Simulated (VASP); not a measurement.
# Ti: single point with PBEsol

The system is Ti.

```
CELL_PARAMETERS angstrom
2.91622 0.00000 0.00000
-1.45811 2.52552 0.00000
0.00000 0.00000 4.72427
ATOMIC_POSITIONS crystal
Ti 0.31333 0.65667 0.23500
Ti 0.68667 0.34333 0.76500
```

This cell differs from its parent crystal: shortest bond scaled by 0.94.

```yaml
Program: VASP 6.6.1
Task: single point
Functional: PBEsol
Potentials_or_basis: VASP PAW PBE potentials, release 64 (Ti_sv)
Cutoff: 520 eV
k_mesh: 12 × 12 × 7
Occupations: fermi-dirac, width 0.05 eV
Spin: no spin polarisation
```

```yaml
Pressure: -3.8 GPa
Largest_force: 0.461 eV/Å
Band_gap_on_the_k_mesh: zero (band 12 reaches 8.92 eV, above the bottom of band 13 at 7.80 eV)
```

Forces in eV/Å, atoms in the order of the input:
```
Ti   0.107  0.062  0.444
Ti  -0.107 -0.062 -0.444
```

Stress tensor (GPa, compression positive):
```
-2.53  1.16  0.29
 1.16 -3.87  0.17
 0.29  0.17 -4.96
```

Levels at points of the mesh, in eV from the Fermi level:
| k point | band 9 | band 10 | band 11 | band 12 | band 13 | band 14 | band 15 | band 16 |
| --- | --- | --- | --- | --- | --- | --- | --- | --- |
| (0.00, 0.00, 0.00) | -6.21 | -2.75 | 0.32 | 0.72 | 0.79 | 0.99 | 1.11 | 1.25 |
| (0.50, 0.00, 0.00) | -2.24 | -2.23 | -1.70 | -0.58 | 0.24 | 0.58 | 1.03 | 3.37 |
| (0.00, 0.50, 0.00) | -2.39 | -2.23 | -1.91 | -0.51 | 0.51 | 0.67 | 1.16 | 3.43 |

It took 2 min on 1 thread of AMD EPYC 9R45 96-Core Processor (Zen 5), on a shared host, peak memory 0.23 GiB.

Caveat: the cell differs from its parent crystal (shortest bond scaled by 0.94); the PAW data sets were made with another functional, which shifts forces and pressure a little.
